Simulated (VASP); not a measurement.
# FeO (F-43m) in VASP: notebook, part 2 of 2

VASP 6.6.1.

### 3 Single point, PBE, collinear spin, ferromagnetic start

This run uses another cell than the first one, of 13.51 Å³/atom, 1.020 times its volume.

Input file INCAR:

```
ALGO = Normal
EDIFF = 1E-6
ENCUT = 600
GGA = PE
GGA_COMPAT = F
ISIF = 2
ISMEAR = -1
ISPIN = 2
LASPH = T
LCHARG = F
LMAXMIX = 4
LORBIT = 11
LREAL = F
LWAVE = F
MAGMOM = 3 0
NBANDS = 22
NELM = 200
PREC = Accurate
SIGMA = 0.05
```

Input file KPOINTS:

```
k-points
0
Gamma
  10 10 10
```

Input file POSCAR:

```
FeO
1.0
    0.0000000000      2.3818830800      2.3818830800
    2.3818830800      0.0000000000      2.3818830800
    2.3818830800      2.3818830800      0.0000000000
Fe O
1 1
Direct
    0.0000000000      0.0000000000      0.0000000000
    0.2500000000      0.2500000000      0.2500000000
```

Potentials or basis: VASP PAW PBE potentials, release 64 (Fe_sv, O).

On the command line:

```bash
$ cat potpaw_PBE.64/Fe_sv/POTCAR potpaw_PBE.64/O/POTCAR > POTCAR
$ mpirun -np 1 vasp_std > vasp.out
```

It took 41 s on 1 thread of AMD EPYC 9R45 (Zen 5), shared host; peak memory 0.17 GiB.

Results (log left out):

* Free energy: -14.9805 eV
* Pressure: -13.9 GPa
* Band gap on the k mesh: zero (filled and empty bands overlap)
* Net moment: 4.03 μB per cell
* Site moments: Fe +3.47; O +0.28 μB
* Valence electrons inside the program's atomic spheres: Fe 13.57; O 4.96

Levels at points of the mesh, in eV from the Fermi level:
Spin up:
```tsv
k point	band 11	band 12	band 13	band 14	band 15	band 16
(0.00, 0.00, 0.00)	-0.99	-0.63	-0.63	-0.63	12.11	12.11
(0.50, 0.00, 0.00)	-3.22	-1.41	-1.41	4.11	5.51	11.66
(0.50, 0.50, 0.00)	-2.78	-2.46	-2.46	3.97	7.80	9.42
```
Spin down:
```tsv
k point	band 5	band 6	band 7	band 8	band 9	band 10	band 11	band 12	band 13	band 14
(0.00, 0.00, 0.00)	-19.17	-4.80	-4.80	-4.80	-0.43	0.15	0.15	2.11	2.11	2.11
(0.50, 0.00, 0.00)	-18.71	-6.17	-4.59	-4.59	0.08	0.29	0.29	1.40	1.40	4.87
(0.50, 0.50, 0.00)	-18.57	-6.13	-4.44	-4.44	-0.89	0.43	0.51	0.80	0.80	5.03
```

Caveat: a cell with one magnetic atom can't hold antiferromagnetic order, which such compounds often take; semilocal functionals often make such compounds metallic where correlation or magnetic order opens a gap, which also shifts bond lengths. With open d or f shells a metallic result of PBE can be an artefact of self-interaction; +U or a hybrid may open a gap.

### 4 Single point, PBEsol-based global hybrid, collinear spin, ferromagnetic start

This run uses another cell than the first one, of 11.49 Å³/atom, 0.868 times its volume.

Input file POSCAR:

```
FeO
1.0
    0.0000000000      2.2567110370      2.2567110370
    2.2567110370      0.0000000000      2.2567110370
    2.2567110370      2.2567110370      0.0000000000
Fe O
1 1
Direct
    0.0000000000      0.0000000000      0.0000000000
    0.2500000000      0.2500000000      0.2500000000
```

Input file INCAR.step1:

```
SYSTEM = FeO
ALGO     = Normal         ! electronic algorithm
EDIFF    = 1E-5           ! SCF threshold, eV
ENCUT    = 520            ! plane-wave cutoff, eV
GGA      = PE             ! functional
ISIF     = 2              ! what is computed and relaxed
ISMEAR   = -1             ! smearing method
ISPIN    = 2              ! spin polarisation
LASPH    = .TRUE.         ! aspherical terms in the spheres
LCHARG   = .FALSE.        ! write CHGCAR
LMAXMIX  = 4              ! l up to which the mixer works
LORBIT   = 11             ! projections on sites
LREAL    = .FALSE.        ! projectors in reciprocal space
LWAVE    = .TRUE.         ! write WAVECAR
MAGMOM   = 3 0            ! initial moments
NBANDS   = 18             ! bands
NELM     = 150            ! most SCF steps
PREC     = Accurate       ! precision mode
SIGMA    = 0.05           ! smearing width, eV
```

Input file INCAR.step2:

```
SYSTEM = FeO
AEXX     = 0.25           ! exact-exchange fraction
ALGO     = Normal         ! electronic algorithm
EDIFF    = 1E-6           ! SCF threshold, eV
ENCUT    = 520            ! plane-wave cutoff, eV
GGA      = PS             ! functional
ISIF     = 2              ! what is computed and relaxed
ISMEAR   = -1             ! smearing method
ISPIN    = 2              ! spin polarisation
ISTART   = 1            
LASPH    = .TRUE.         ! aspherical terms in the spheres
LCHARG   = .FALSE.        ! write CHGCAR
LHFCALC  = .TRUE.         ! exact exchange
LMAXMIX  = 4              ! l up to which the mixer works
LORBIT   = 11             ! projections on sites
LREAL    = .FALSE.        ! projectors in reciprocal space
LWAVE    = .FALSE.        ! write WAVECAR
MAGMOM   = 3 0            ! initial moments
NBANDS   = 18             ! bands
NELM     = 150            ! most SCF steps
PREC     = Accurate       ! precision mode
PRECFOCK = Normal       
SIGMA    = 0.05           ! smearing width, eV
```

Input file KPOINTS:

```
k-points
0
G
  5 5 5
  0 0 0
```

Potentials or basis: VASP PAW PBE potentials, release 64 (Fe, O).

On the command line:

```bash
$ cat potpaw_PBE.64/Fe/POTCAR potpaw_PBE.64/O/POTCAR > POTCAR
$ cp INCAR.step1 INCAR
$ mpirun -np 1 vasp_std > vasp.out
$ cp INCAR.step2 INCAR
$ mpirun -np 1 vasp_std > vasp.out
```

Wall time 30 min (1 thread of Oxide Virtual Turin-like, shared host); peak memory 0.13 GiB.

Results (log left out):

| Item | Value |
| --- | --- |
| Free energy | -23.2764 eV |
| Pressure | 0.1 GPa |
| Band gap on the k mesh | zero (filled and empty bands overlap) |
| Net moment | 4.02 μB per cell |
| Site moments | Fe +3.74; O +0.28 μB |
| Valence electrons inside the program's atomic spheres | Fe 6.92; O 5.07 |

Levels at points of the mesh, in eV from the Fermi level:
Spin up:
```tsv
k point	band 6	band 7	band 8	band 9	band 10	band 11	band 12	band 13
(0.00, 0.00, 0.00)	-7.75	-3.30	-3.30	-3.30	-1.38	13.72	13.72	13.72
```
Spin down:
| k point | band 1 | band 2 | band 3 | band 4 | band 5 | band 6 | band 7 | band 8 | band 9 | band 10 |
| --- | --- | --- | --- | --- | --- | --- | --- | --- | --- | --- |
| (0.00, 0.00, 0.00) | -23.90 | -7.88 | -7.88 | -7.88 | -1.21 | 1.09 | 1.09 | 3.47 | 3.47 | 3.47 |

Caveat: the k points lie up to 0.48 Å⁻¹ apart; the PAW data sets were made with another functional, which shifts forces and pressure a little; a cell with one magnetic atom can't hold antiferromagnetic order, which such compounds often take; semilocal functionals often make such compounds metallic where correlation or magnetic order opens a gap, which also shifts bond lengths.

### 5 Single point, PBE-based screened hybrid, collinear spin, ferromagnetic start

This run uses another cell than the first one, of 11.86 Å³/atom, 0.895 times its volume.

Input file POSCAR:

```
FeO
1.0
    0.0000000000      2.2803304038      2.2803304038
    2.2803304038      0.0000000000      2.2803304038
    2.2803304038      2.2803304038      0.0000000000
Fe O
1 1
Direct
    0.0000000000      0.0000000000      0.0000000000
    0.2500000000      0.2500000000      0.2500000000
```

Input file INCAR.step1:

```
SYSTEM = FeO
PREC = Accurate ; ENCUT = 520
EDIFF = 1E-5 ; ISMEAR = -1
SIGMA = 0.05 ; LREAL = .False.
LASPH = .True. ; NELM = 150
ALGO = Normal ; ISIF = 2
LWAVE = .True. ; LCHARG = .False.
ISPIN = 2 ; MAGMOM = 3 0
LORBIT = 11 ; LMAXMIX = 4
NBANDS = 18 ; GGA = PE
```

Input file INCAR.step2:

```
SYSTEM = FeO
PREC = Accurate ; ENCUT = 520
EDIFF = 1E-6 ; ISMEAR = -1
SIGMA = 0.05 ; LREAL = .False.
LASPH = .True. ; NELM = 150
ALGO = Normal ; ISIF = 2
LWAVE = .False. ; LCHARG = .False.
ISPIN = 2 ; MAGMOM = 3 0
LORBIT = 11 ; LMAXMIX = 4
GGA = PE ; LHFCALC = .True.
AEXX = 0.25 ; HFSCREEN = 0.3
PRECFOCK = Normal ; NBANDS = 18
ISTART = 1
```

Input file KPOINTS:

```
regular mesh
0
Gamma
  5 5 5
  0 0 0
```

On the command line:

```bash
$ cat potpaw_PBE.64/Fe/POTCAR potpaw_PBE.64/O/POTCAR > POTCAR
$ cp INCAR.step1 INCAR
$ mpirun -np 1 vasp_std > vasp.out
$ cp INCAR.step2 INCAR
$ mpirun -np 1 vasp_std > vasp.out
```

Wall time 25 min (1 thread of Oxide Virtual Turin-like, shared host); peak memory 0.23 GiB.

Results (log left out):

* Free energy: -20.4656 eV
* Pressure: 1.0 GPa
* Band gap on the k mesh: zero (filled and empty bands overlap)
* Net moment: 4.02 μB per cell
* Site moments: Fe +3.75; O +0.27 μB
* Valence electrons inside the program's atomic spheres: Fe 6.84; O 5.07

Levels at points of the mesh, in eV from the Fermi level:
Spin up:
```csv
k point,band 5,band 6,band 7,band 8,band 9,band 10,band 11,band 12,band 13,band 14
"(0.00, 0.00, 0.00)",-7.33,-7.33,-2.91,-2.91,-2.91,-1.21,12.94,12.94,12.94,18.86
```
Spin down:
```tsv
k point	band 1	band 2	band 3	band 4	band 5	band 6	band 7	band 8	band 9	band 10
(0.00, 0.00, 0.00)	-23.21	-7.22	-7.22	-7.22	-1.11	0.79	0.79	2.59	2.59	2.59
```

Caveat: the k points lie up to 0.48 Å⁻¹ apart; the PAW data sets were made with another functional, which shifts forces and pressure a little; a cell with one magnetic atom can't hold antiferromagnetic order, which such compounds often take; semilocal functionals often make such compounds metallic where correlation or magnetic order opens a gap, which also shifts bond lengths.

### 6 Summary

| level | potentials or basis | cell | k mesh | cutoff (eV) | second run | grid for exact exchange (PRECFOCK) | share of exact exchange | screening parameter | gap on the mesh (eV) | pressure (GPa) | moment (μB) |
| --- | --- | --- | --- | --- | --- | --- | --- | --- | --- | --- | --- |
| PBE | VASP PAW PBE potentials, release 64 (Fe_sv, O) | a = 3.346 Å, angles 60.0°, 2 atoms | 10 × 10 × 10 | 600 | valence_matched | - | - | - | none | -12.0 | 4.03 |
| PBE | VASP PAW PBE potentials, release 64 (Fe_sv, O) | a = 3.368 Å, angles 60.0°, 2 atoms | 10 × 10 × 10 | 600 | valence_matched | - | - | - | none | -13.9 | 4.03 |
| PBEsol-based global hybrid | VASP PAW PBE potentials, release 64 (Fe, O) | a = 3.191 Å, angles 60.0°, 2 atoms | 5 × 5 × 5 | 520 | - | Normal | 0.25 | - | none | 0.1 | 4.02 |
| PBE-based screened hybrid | VASP PAW PBE potentials, release 64 (Fe, O) | a = 3.225 Å, angles 60.0°, 2 atoms | 5 × 5 × 5 | 520 | - | Normal | 0.25 | 0.3 1/Å | none | 1.0 | 4.02 |

Alike in all rows: task single point; spin collinear, ferromagnetic start; smearing fermi-dirac 0.05 eV.

Caveats: some runs use coarse meshes; a cell with one magnetic atom can't hold antiferromagnetic order, which such compounds often take; semilocal functionals often make such compounds metallic where correlation or magnetic order opens a gap, which also shifts bond lengths; the PAW data sets were made with another functional, which shifts forces and pressure a little (some runs).

Absolute energies hang on the potentials; compare differences alone.
